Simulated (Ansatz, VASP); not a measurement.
InSb3 in VASP and in Ansatz

INCAR

```
SYSTEM = InSb3
PREC = Accurate
ENCUT = 520
EDIFF = 1E-7
ISMEAR = -1
SIGMA = 0.05
LREAL = .False.
LASPH = .True.
NELM = 80
ALGO = Normal
ISIF = 2
LWAVE = .False.
LCHARG = .False.
GGA = PE
NBANDS = 22
```

File KPOINTS:

```
regular mesh
0
Gamma
  6 6 6
  0 0 0
```

POSCAR

```
InSb3
1.0
    0.0000000000      3.7690874206      3.7690874206
    3.7690874206      0.0000000000      3.7690874206
    3.7690874206      3.7690874206      0.0000000000
Sb In
3 1
Direct
    0.5000000000      0.5000000000      0.5000000000
    0.7500000000      0.7500000000      0.7500000000
    0.2500000000      0.2500000000      0.2500000000
    0.0000000000      0.0000000000      0.0000000000
```

input.yaml

```yaml
crystal:
  lattice:
    - [0.0, 3.7690874206, 3.7690874206]
    - [3.7690874206, 0.0, 3.7690874206]
    - [3.7690874206, 3.7690874206, 0.0]
  atoms:
    - { symbol: Sb, position: [0.5, 0.5, 0.5] }
    - { symbol: Sb, position: [0.75, 0.75, 0.75] }
    - { symbol: Sb, position: [0.25, 0.25, 0.25] }
    - { symbol: In, position: [0.0, 0.0, 0.0] }
hamiltonian:
  xc: pbe
  pseudopotentials: { kind: paw }
kpoints:
  mp_grid: { grid: [6, 6, 6] }
scf:
  occupations: { method: fermi_dirac, width: 0.05 }
output:
  forces: true
  stress: true
  eigenvalues: true
```

Alike in both runs: task single point; functional PBE; k mesh 6 × 6 × 6; occupations fermi-dirac, width 0.05 eV; no spin polarisation.

|  | VASP | Ansatz |
| --- | --- | --- |
| version | VASP 6.6.1 | Ansatz 0.2.0 |
| potentials or method | VASP PAW PBE potentials, release 64 (Sb, In_d) | Ansatz PAW |
| plane-wave cutoff (eV) | 520 | 420 |
| valence electrons in the cell | 28 | 58 |

Ansatz gave:

```
gap on the k mesh at the Fermi level (eV) : none
pressure (GPa)                            : 0.9
```

Q: What did VASP give for the same quantities?

A: gap on the k mesh at the Fermi level (eV): none; pressure (GPa): 0.8.

A gap of «none» marks a metal or a gap that the smearing closes. The functional is the same, so the differences come from potentials, cutoffs and numerics. VASP's potentials hold 28 valence electrons a cell and Ansatz's 58, so a difference there can come from the potentials and not from the codes.

Spin-orbit coupling is off throughout.
